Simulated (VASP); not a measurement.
Input of a VASP 6.6.1 run:

The input INCAR:

```
PREC = Accurate
ENCUT = 520
EDIFF = 1E-6
ISMEAR = -1
SIGMA = 0.08
LREAL = F
LASPH = T
NELM = 60
ALGO = Normal
ISIF = 2
LWAVE = F
LCHARG = F
GGA = PE
NBANDS = 22
```

The input KPOINTS:

```
Automatic mesh
0
Gamma
  4 7 7
```

POSCAR

```
HfC
1.0
    0.0000000000      4.6500000000      4.6500000000
    2.3250000000      0.0000000000      2.3250000000
    2.3250000000      2.3250000000      0.0000000000
Hf C
2 2
Direct
    0.2499458065      0.4948645161      0.5006967742
    0.7491369892      0.5094615054      0.4990425806
   -0.0030411828     -0.0316797849      0.0123258065
    0.5166706452     -0.0326036559     -0.0084501075
```

Potentials or basis: VASP PAW PBE potentials, release 64 (Hf_pv, C).

Command:

```sh
$ cat potpaw_PBE.64/Hf_pv/POTCAR potpaw_PBE.64/C/POTCAR > POTCAR
$ mpirun -np 1 vasp_std > vasp.out
```

Question: What does it give for the largest force?

Answer: 1.485 eV/Å.

Question: Estimate the pressure.

Answer: 0.8 GPa.

Question: What does it give for the band gap on the k mesh?

Answer: Zero (band 14 reaches 6.73 eV, above the bottom of band 15 at 5.72 eV).

Stress tensor (GPa, compression positive):
```
 1.38  0.83 -0.08
 0.83  0.05  0.01
-0.08  0.01  1.05
```

Caveat: spin-orbit coupling is left out, which moves the levels of the heavy elements; forces of over 1 eV/Å act on the atoms, so gaps and moduli don't describe the material at rest.
